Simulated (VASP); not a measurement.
A run of VASP 6.6.1 is set up as follows.

Contents of INCAR:

```
PREC = Accurate ; ENCUT = 500
EDIFF = 1E-6 ; ISMEAR = 0
SIGMA = 0.05 ; LREAL = F
LASPH = T ; NELM = 120
ALGO = Normal ; ISIF = 2
LWAVE = F ; LCHARG = F
GGA = PE ; NBANDS = 17
GGA_COMPAT = F
```

KPOINTS

```
Automatic mesh
0
Gamma
  6 6 6
```

POSCAR

```
PbSe
1.0
    0.0000000000      3.0621516472      3.0621516472
    3.0621516472      0.0000000000      3.0621516472
    3.0621516472      3.0621516472      0.0000000000
Pb Se
1 1
Direct
    0.5000000000      0.5000000000      0.5000000000
    0.0000000000      0.0000000000      0.0000000000
```

Potentials or basis: VASP PAW PBE potentials, release 64 (Pb_d, Se).

Launch:

```console
$ cat potpaw_PBE.64/Pb_d/POTCAR potpaw_PBE.64/Se/POTCAR > POTCAR
$ mpirun -np 1 vasp_std > vasp.out
```

Task: Estimate the pressure.

Result: 2.3 GPa.

Task: Estimate the band gap on the k mesh.

Result: 0.30 eV, direct.

Caveat: spin-orbit coupling is left out, which moves the levels of the heavy elements. A k mesh can miss the band edges.
